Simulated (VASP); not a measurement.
# Se (Pm-3m) in VASP: a series of runs

Se is run at these levels: PBE; tasks: single point.

Program: VASP 6.6.1. These are calculated values, not measurements. Logs are shortened: lines on timing, memory, paths and dates and some standing lists are left out, and cuts for length are marked.

## Step 1: The cell of the first run

The structure is cubic, space group Pm-3m (No. 221). The conventional cell has a = 2.739 Å, b = 2.739 Å, c = 2.739 Å, α = 90.00°, β = 90.00°, γ = 90.00°. Within 3.6 Å of Se (site symmetry m-3m) lie 6 Se at 2.74 Å.

## Step 2: Single point, PBE (strained)

Input file INCAR:

```
PREC     = Accurate       # precision mode
ENCUT    = 520            # plane-wave cutoff, eV
EDIFF    = 1E-6           # SCF threshold, eV
ISMEAR   = 0              # smearing method
SIGMA    = 0.1            # smearing width, eV
LREAL    = F              # projectors in reciprocal space
LASPH    = T              # aspherical terms in the spheres
NELM     = 60             # most SCF steps
ALGO     = Normal         # electronic algorithm
ISIF     = 2              # what is computed and relaxed
LWAVE    = F              # write WAVECAR
LCHARG   = T              # write CHGCAR
GGA      = PE             # functional
LELF     = T              # ELF
LVHAR    = T            
NBANDS   = 9              # bands
```

Input file KPOINTS:

```
regular mesh
0
Gamma
  14 14 14
```

Input file POSCAR:

```
Se
1.0
    2.7393152474      0.0000000000      0.0000000000
    0.0000000000      2.7393152474      0.0000000000
    0.0000000000      0.0000000000      2.7393152474
Se
1
Direct
    0.0000000000      0.0000000000      0.0000000000
```

Potentials or basis: VASP PAW PBE potentials, release 64 (Se).

The run is started by

```bash
> cat potpaw_PBE.64/Se/POTCAR > POTCAR
> mpirun -np 1 vasp_std > vasp.out
```

OUTCAR:

```text
PREC = Accurate
   ENCUT = 520
   EDIFF = 1E-6
   ISMEAR = 0
   LREAL = F
   LASPH = T
   NELM = 60
   ISIF = 2
   GGA = PE

 ion  position               nearest neighbor table
   1  0.000  0.000  0.000-

  LATTYP: Found a simple cubic cell.
 ALAT       =     2.7393152474

  Lattice vectors:

 A1 = (   2.7393152474,   0.0000000000,   0.0000000000)
 A2 = (   0.0000000000,   2.7393152474,   0.0000000000)
 A3 = (   0.0000000000,   0.0000000000,   2.7393152474)

Analysis of symmetry for initial positions (statically):
=====================================================================
 Subroutine PRICEL returns:
 Original cell was already a primitive cell.

 Routine SETGRP: Setting up the symmetry group for a
 simple cubic supercell.

 Subroutine GETGRP returns: Found 48 space group operations
 (whereof 48 operations were pure point group operations)
 out of a pool of 48 trial point group operations.

The static configuration has the point symmetry O_h .

Analysis of symmetry for dynamics (positions and initial velocities):
=====================================================================
 Subroutine PRICEL returns:
 Original cell was already a primitive cell.

 Routine SETGRP: Setting up the symmetry group for a
 simple cubic supercell.

 Subroutine GETGRP returns: Found 48 space group operations
 (whereof 48 operations were pure point group operations)
 out of a pool of 48 trial point group operations.

The dynamic configuration has the point symmetry O_h .

 Subroutine INISYM returns: Found 48 space group operations
 (whereof 48 operations are pure point group operations),
 and found     1 'primitive' translations

----------------------------------------------------------------------------------------

                                     Primitive cell

  volume of cell :      20.5554

  direct lattice vectors                    reciprocal lattice vectors
     2.739315247  0.000000000  0.000000000     0.365054734  0.000000000  0.000000000
     0.000000000  2.739315247  0.000000000     0.000000000  0.365054734  0.000000000
     0.000000000  0.000000000  2.739315247     0.000000000  0.000000000  0.365054734

  length of vectors
     2.739315247  2.739315247  2.739315247     0.365054734  0.365054734  0.365054734

[... 73 lines left out ...]
   LNONCOLLINEAR =      F non collinear calculations
   LSORBIT =      F    spin-orbit coupling
   LASPH  =      T    aspherical Exc in radial PAW
   ENCUT  =  520.0 eV  38.22 Ry    6.18 a.u.   5.09  5.09  5.09*2*pi/ulx,y,z
   NELM   =     60;   NELMIN=  2; NELMDL= -5     # of ELM steps
   EDIFF  = 0.1E-05   stopping-criterion for ELM
   LREAL  =      F    real-space projection
   EDIFFG = 0.1E-04   stopping-criterion for IOM
   NSW    =      0    number of steps for IOM
   IBRION =     -1    ionic relax: 0-MD 1-quasi-New 2-CG
   NFREE  =      0    steps in history (QN), initial steepest desc. (CG)
   ISIF   =      2    stress and relaxation
   ISYM   =      2    0-nonsym 1-usesym 2-fastsym
   POTIM  = 0.5000    time-step for ionic-motion
   TEBEG  =    0.0;   TEEND  =   0.0 temperature during run
   PSTRESS=    0.0 pullay stress
   NELECT =       6.0000    total number of electrons
   NUPDOWN=      -1.0000    fix difference up-down
   EMIN   =  10.00;   EMAX   =-10.00  energy-range for DOS
   EFERMI =   0.00;   METHOD = LEGACY
   ISMEAR =     0;   SIGMA  =   0.10  broadening in eV -4-tet -1-fermi 0-gaus
   EFERMI_NEDOS =   21; number of points for ismear=-14 and -15
   IALGO  =     38    algorithm
   IMIX   =      4    mixing-type and parameters
     AMIX     =   0.40;   BMIX     =  1.00
     AMIX_MAG =   1.60;   BMIX_MAG =  1.00
  volume/ion in A,a.u.               =      20.56       138.71
  Fermi-wavevector in a.u.,A,eV,Ry     =   1.085967  2.052180 16.045677  1.179324
  Thomas-Fermi vector in A             =   2.222093
   LORBIT       =      0    0 simple, 1 ext, 2 COOP (PROOUT), +10 PAW based schemes
   GGA     = PE    functional components
   LHFCALC =     F    Hartree Fock is set to
   AEXX    =    0.0000 exact exchange contribution
   IVDW    =     0    specifies the selected vdW correction
   LEPSILON=     F    determine dielectric tensor
   LRPA    =     F    only Hartree local field effects (RPA)
 non-spin polarized calculation
 Gauss-broadening in eV      SIGMA  =   0.10
  energy-cutoff  :      520.00
  volume of cell :       20.56
 maximum number of plane-waves:       564
   NGX = 11   NGY = 11   NGZ = 11

 number of electron       6.0000002 magnetization

 Free energy of the ion-electron system (eV)
  ---------------------------------------------------
  ext. energy  EPLUGINS =         0.00000000
  ---------------------------------------------------
  free energy    TOTEN  =        -3.28320572 eV

  energy without entropy =       -3.28055179  energy(sigma->0) =       -3.28187876

 E-fermi :   5.8737     XC(G=0): -10.3505

 val. band max:        5.8168172010   @ k =   0.3571   0.3571   0.2143
 cond. band min:       5.8867654309   @ k =   0.2857   0.1429   0.1429
 fundamental gap:      0.0699482299
 Fermi energy:         5.8737386966

 k-point     1 :       0.0000    0.0000    0.0000
  band No.  band energies     occupation
      1     -11.0409      2.00000
      2       7.4287      0.00000
      3       7.4287      0.00000
      4       7.4287      0.00000
      5      13.4764      0.00000
      6      13.4764      0.00000
      7      14.2873      0.00000
      8      29.0451      0.00000
      9      29.0451      0.00000
[... 265 lines left out ...]
 k-point    24 :       0.3571    0.2143    0.0000
  band No.  band energies     occupation
      1      -8.5756      2.00000
      2       0.1590      2.00000
      3       4.3200      2.00000
      4       9.2351      0.00000
      5      13.9963      0.00000
      6      16.7179      0.00000
      7      21.4301      0.00000
      8      21.8303      0.00000
      9      23.0457      0.00000

 [... further k-points ...]
[... 5 lines left out ...]
  --------------------------------------------------------------------------------------
  -------------------------------------------------------------------------------------
  Total        1.1091622      1.1091622      1.1091622     -0.0000000     -0.0000000     -0.0000000
  in kB       86.4529093     86.4529093     86.4529093     -0.0000000     -0.0000000     -0.0000000
  external PRESSURE =      86.4529093 kB  Pullay stress =       0.0000000 kB

 VOLUME and BASIS-vectors are now :
 -----------------------------------------------------------------------------
  energy-cutoff  :      520.00
  volume of cell :       20.56
      direct lattice vectors                 reciprocal lattice vectors
     2.739315247  0.000000000  0.000000000     0.365054734  0.000000000  0.000000000
     0.000000000  2.739315247  0.000000000     0.000000000  0.365054734  0.000000000
     0.000000000  0.000000000  2.739315247     0.000000000  0.000000000  0.365054734

 POSITION                                       TOTAL-FORCE (eV/Angst)
 -----------------------------------------------------------------------------------
      0.00000      0.00000      0.00000         0.000000      0.000000      0.000000
 -----------------------------------------------------------------------------------
    total drift:                               -0.000000     -0.000000      0.000000

  FREE ENERGIE OF THE ION-ELECTRON SYSTEM (eV)
  ---------------------------------------------------
  free  energy   TOTEN  =        -3.2832057158 eV

  energy  without entropy=       -3.2805517945  energy(sigma->0) =       -3.28187876
```

OSZICAR:

```text
N       E                     dE             d eps       ncg     rms          rms(c)
DAV:   1     0.100055748208E+02    0.10006E+02   -0.28595E+03  2160   0.568E+02
DAV:   2    -0.299800185557E+01   -0.13004E+02   -0.12368E+02  2927   0.794E+01
DAV:   3    -0.327790575580E+01   -0.27990E+00   -0.27769E+00  2525   0.106E+01
DAV:   4    -0.327843520293E+01   -0.52945E-03   -0.52943E-03  3005   0.536E-01
DAV:   5    -0.327843563699E+01   -0.43406E-06   -0.43451E-06  2583   0.125E-02    0.456E+00
DAV:   6    -0.328114046001E+01   -0.27048E-02   -0.47655E-04  2567   0.177E-01    0.274E+00
DAV:   7    -0.328313499066E+01   -0.19945E-02   -0.12041E-03  2319   0.279E-01    0.440E-02
DAV:   8    -0.328319848084E+01   -0.63490E-04   -0.45356E-05  2540   0.483E-02    0.976E-03
DAV:   9    -0.328320518258E+01   -0.67017E-05   -0.67839E-06  2338   0.176E-02    0.184E-03
DAV:  10    -0.328320571580E+01   -0.53322E-06   -0.52033E-07  2459   0.465E-03
   1 F= -.32832057E+01 E0= -.32818788E+01  d E =-.265392E-02
```

stdout:

```text
POSCAR found type information on POSCAR Se
 POSCAR found :  1 types and       1 ions
 scaLAPACK will be used
 LDA part: xc-table for (Slater+PW92), standard interpolation
 POSCAR, INCAR and KPOINTS ok, starting setup
 FFT: planning ... GRIDC
 FFT: planning ... GRID_SOFT
 FFT: planning ... GRID
 WAVECAR not read
 entering main loop
```

Run time: 8.3 s. Hardware: 1 thread of AMD EPYC 9R45 (Zen 5), shared host; peak memory 0.1 GiB.

What came out:

```yaml
Free_energy: -3.2832 eV
Pressure: 8.6 GPa
Band_gap_on_the_k_mesh: zero (band 3 reaches 9.10 eV, above the bottom of band 4 at 2.18 eV)
```

Caveat: the cell differs from its parent crystal (strained).

## Step 3: Single point, PBE (strained)

Input file INCAR:

```
ALGO = Normal
EDIFF = 1E-6
ENCUT = 520
GGA = PE
ISIF = 2
ISMEAR = 0
LASPH = True
LCHARG = True
LELF = True
LREAL = False
LVHAR = True
LWAVE = False
NBANDS = 9
NELM = 100
PREC = Accurate
SIGMA = 0.1
```

Input file KPOINTS:

```
k-points
0
Gamma
  14 14 14
```

Input file POSCAR:

```
Se
1.0
    2.8031150280      0.0000000000      0.0000000000
    0.0000000000      2.8031150280      0.0000000000
    0.0000000000      0.0000000000      2.8031150280
Se
1
Direct
    0.0000000000      0.0000000000      0.0000000000
```

Potentials or basis: VASP PAW PBE potentials, release 64 (Se).

The run is started by

```bash
> cat potpaw_PBE.64/Se/POTCAR > POTCAR
> mpirun -np 1 vasp_std > vasp.out
```

OUTCAR:

```text
EDIFF = 1E-6
   ENCUT = 520
   GGA = PE
   ISIF = 2
   ISMEAR = 0
   LASPH = True
   LREAL = False
   NELM = 100
   PREC = Accurate

 ion  position               nearest neighbor table
   1  0.000  0.000  0.000-

  LATTYP: Found a simple cubic cell.
 ALAT       =     2.8031150280

  Lattice vectors:

 A1 = (   2.8031150280,   0.0000000000,   0.0000000000)
 A2 = (   0.0000000000,   2.8031150280,   0.0000000000)
 A3 = (   0.0000000000,   0.0000000000,   2.8031150280)

Analysis of symmetry for initial positions (statically):
=====================================================================
 Subroutine PRICEL returns:
 Original cell was already a primitive cell.

 Routine SETGRP: Setting up the symmetry group for a
 simple cubic supercell.

 Subroutine GETGRP returns: Found 48 space group operations
 (whereof 48 operations were pure point group operations)
 out of a pool of 48 trial point group operations.

The static configuration has the point symmetry O_h .

Analysis of symmetry for dynamics (positions and initial velocities):
=====================================================================
 Subroutine PRICEL returns:
 Original cell was already a primitive cell.

 Routine SETGRP: Setting up the symmetry group for a
 simple cubic supercell.

 Subroutine GETGRP returns: Found 48 space group operations
 (whereof 48 operations were pure point group operations)
 out of a pool of 48 trial point group operations.

The dynamic configuration has the point symmetry O_h .

 Subroutine INISYM returns: Found 48 space group operations
 (whereof 48 operations are pure point group operations),
 and found     1 'primitive' translations

----------------------------------------------------------------------------------------

                                     Primitive cell

  volume of cell :      22.0253

[... 102 lines left out ...]
   EFERMI_NEDOS =   21; number of points for ismear=-14 and -15
   IALGO  =     38    algorithm
   IMIX   =      4    mixing-type and parameters
     AMIX     =   0.40;   BMIX     =  1.00
     AMIX_MAG =   1.60;   BMIX_MAG =  1.00
  volume/ion in A,a.u.               =      22.03       148.63
  Fermi-wavevector in a.u.,A,eV,Ry     =   1.061250  2.005472 15.323580  1.126251
  Thomas-Fermi vector in A             =   2.196659
   LORBIT       =      0    0 simple, 1 ext, 2 COOP (PROOUT), +10 PAW based schemes
   GGA     = PE    functional components
   LHFCALC =     F    Hartree Fock is set to
   AEXX    =    0.0000 exact exchange contribution
   IVDW    =     0    specifies the selected vdW correction
   LEPSILON=     F    determine dielectric tensor
   LRPA    =     F    only Hartree local field effects (RPA)
 non-spin polarized calculation
 Gauss-broadening in eV      SIGMA  =   0.10
  energy-cutoff  :      520.00
  volume of cell :       22.03
 maximum number of plane-waves:       624
 NGX is ok and might be reduce to    24
   NGX = 11   NGY = 11   NGZ = 11

 number of electron       5.9999999 magnetization

 Free energy of the ion-electron system (eV)
  ---------------------------------------------------
  ext. energy  EPLUGINS =         0.00000000
  ---------------------------------------------------
  free energy    TOTEN  =        -3.33110750 eV

  energy without entropy =       -3.32873666  energy(sigma->0) =       -3.32992208

 E-fermi :   4.9950     XC(G=0): -10.0361

 val. band max:        4.9626434426   @ k =   0.5000   0.2857   0.2143
 cond. band min:       5.0650501939   @ k =   0.2857   0.1429   0.1429
 fundamental gap:      0.1024067513
 Fermi energy:         4.9950031323

 k-point     1 :       0.0000    0.0000    0.0000
  band No.  band energies     occupation
      1     -11.2615      2.00000
      2       6.4380      0.00000
      3       6.4380      0.00000
      4       6.4380      0.00000
      5      12.7284      0.00000
      6      12.7284      0.00000
      7      13.0112      0.00000
      8      27.4431      0.00000
      9      27.4431      0.00000
[... 265 lines left out ...]
 k-point    24 :       0.3571    0.2143    0.0000
  band No.  band energies     occupation
      1      -9.0351      2.00000
      2      -0.2564      2.00000
      3       3.5637      2.00000
      4       8.0480      0.00000
      5      13.1634      0.00000
      6      15.6419      0.00000
      7      20.2704      0.00000
      8      20.4377      0.00000
      9      21.6482      0.00000

 [... further k-points ...]
[... 5 lines left out ...]
  --------------------------------------------------------------------------------------
  -------------------------------------------------------------------------------------
  Total        0.2990305      0.2990305      0.2990305     -0.0000000     -0.0000000      0.0000000
  in kB       21.7522076     21.7522076     21.7522076     -0.0000000     -0.0000000      0.0000000
  external PRESSURE =      21.7522076 kB  Pullay stress =       0.0000000 kB

 VOLUME and BASIS-vectors are now :
 -----------------------------------------------------------------------------
  energy-cutoff  :      520.00
  volume of cell :       22.03
      direct lattice vectors                 reciprocal lattice vectors
     2.803115028  0.000000000  0.000000000     0.356745974  0.000000000  0.000000000
     0.000000000  2.803115028  0.000000000     0.000000000  0.356745974  0.000000000
     0.000000000  0.000000000  2.803115028     0.000000000  0.000000000  0.356745974

 POSITION                                       TOTAL-FORCE (eV/Angst)
 -----------------------------------------------------------------------------------
      0.00000      0.00000      0.00000         0.000000      0.000000      0.000000
 -----------------------------------------------------------------------------------
    total drift:                                0.000000     -0.000000     -0.000000

  FREE ENERGIE OF THE ION-ELECTRON SYSTEM (eV)
  ---------------------------------------------------
  free  energy   TOTEN  =        -3.3311074974 eV

  energy  without entropy=       -3.3287366650  energy(sigma->0) =       -3.32992208
```

Run time: 12 s. Hardware: 1 thread of AMD EPYC 9R45 (Zen 5), shared host; peak memory 0.12 GiB.

Results:

```
Free energy            : -3.3311 eV
Pressure               : 2.2 GPa
Band gap on the k mesh : zero (band 3 reaches 7.92 eV, above the bottom of band 4 at 1.59 eV)
```

Levels at points of the mesh, in eV from the Fermi level:
| k point | band 1 | band 2 | band 3 | band 4 | band 5 | band 6 |
| --- | --- | --- | --- | --- | --- | --- |
| (0.00, 0.00, 0.00) | -16.26 | 1.44 | 1.44 | 1.44 | 7.73 | 7.73 |
| (0.50, 0.00, 0.00) | -14.10 | -7.16 | 2.92 | 2.92 | 9.94 | 11.76 |
| (0.50, 0.50, 0.00) | -11.95 | -5.17 | -5.17 | 2.82 | 4.27 | 13.56 |
| (0.50, 0.50, 0.50) | -9.74 | -3.41 | -3.41 | -3.41 | 5.78 | 5.78 |

Caveat: the cell differs from its parent crystal (strained).

## Step 4: Single point, PBE (strained)

Input file INCAR:

```
  ALGO = Normal
  EDIFF = 1E-6
  ENCUT = 520
  GGA = PE
  ISIF = 2
  ISMEAR = 0
  LASPH = T
  LCHARG = F
  LREAL = F
  LWAVE = F
  NBANDS = 9
  NELM = 100
  PREC = Accurate
  SIGMA = 0.1
```

KPOINTS is that of step 3.

Input file POSCAR:

```
Se
1.0
    2.8141324350      0.0000000000      0.0000000000
    0.0000000000      2.8141324350      0.0000000000
    0.0000000000      0.0000000000      2.8141324350
Se
1
Direct
    0.0000000000      0.0000000000      0.0000000000
```

The run is started by

```bash
> cat potpaw_PBE.64/Se/POTCAR > POTCAR
> mpirun -np 1 vasp_std > vasp.out
```

Run time: 10 s. Hardware: 1 thread of AMD EPYC 9R45 (Zen 5), shared host; peak memory 0.12 GiB.

It converged, with:

| Item | Value |
| --- | --- |
| Free energy | -3.3339 eV |
| Pressure | 1.2 GPa |
| Band gap on the k mesh | zero (band 3 reaches 7.72 eV, above the bottom of band 4 at 1.49 eV) |

Levels at points of the mesh, in eV from the Fermi level:
| k point | band 1 | band 2 | band 3 | band 4 | band 5 | band 6 | band 7 | band 8 |
| --- | --- | --- | --- | --- | --- | --- | --- | --- |
| (0.00, 0.00, 0.00) | -16.15 | 1.42 | 1.42 | 1.42 | 7.75 | 7.75 | 7.95 | 22.33 |
| (0.50, 0.00, 0.00) | -14.04 | -7.05 | 2.87 | 2.87 | 9.94 | 11.67 | 12.60 | 13.59 |
| (0.50, 0.50, 0.00) | -11.94 | -5.09 | -5.09 | 2.89 | 4.19 | 13.48 | 15.80 | 15.80 |
| (0.50, 0.50, 0.50) | -9.78 | -3.36 | -3.36 | -3.36 | 5.82 | 5.82 | 5.82 | 9.94 |

Caveat: the cell differs from its parent crystal (strained).

## Step 5: Single point, PBE (strained)

Input file INCAR:

```
  PREC = Accurate
  ENCUT = 520
  EDIFF = 1E-6
  ISMEAR = 0
  SIGMA = 0.1
  LREAL = False
  LASPH = True
  NELM = 80
  ALGO = Normal
  ISIF = 2
  LWAVE = False
  LCHARG = False
  GGA = PE
  NBANDS = 9
```

Input file KPOINTS:

```
Automatic mesh
0
Gamma
  14 14 14
```

Input file POSCAR:

```
Se
1.0
    2.8463414872      0.0000000000      0.0000000000
    0.0000000000      2.8463414872      0.0000000000
    0.0000000000      0.0000000000      2.8463414872
Se
1
Direct
    0.0000000000      0.0000000000      0.0000000000
```

The run is started by

```bash
> cat potpaw_PBE.64/Se/POTCAR > POTCAR
> mpirun -np 1 vasp_std > vasp.out
```

It took 11 s on 1 thread of AMD EPYC 9R45 (Zen 5), shared host; peak memory 0.12 GiB.

Results (log left out):

```yaml
Free_energy: -3.3338 eV
Pressure: -1.2 GPa
Band_gap_on_the_k_mesh: zero (band 3 reaches 7.17 eV, above the bottom of band 4 at 1.21 eV)
```

Levels at points of the mesh, in eV from the Fermi level:
```tsv
k point	band 1	band 2	band 3	band 4	band 5	band 6
(0.00, 0.00, 0.00)	-15.85	1.37	1.37	1.37	7.76	7.81
(0.50, 0.00, 0.00)	-13.86	-6.75	2.73	2.73	9.93	11.41
(0.50, 0.50, 0.00)	-11.89	-4.88	-4.88	3.09	3.96	13.25
(0.50, 0.50, 0.50)	-9.89	-3.23	-3.23	-3.23	5.94	5.94
```

Caveat: the cell differs from its parent crystal (strained).

[end of part 1 of 2]
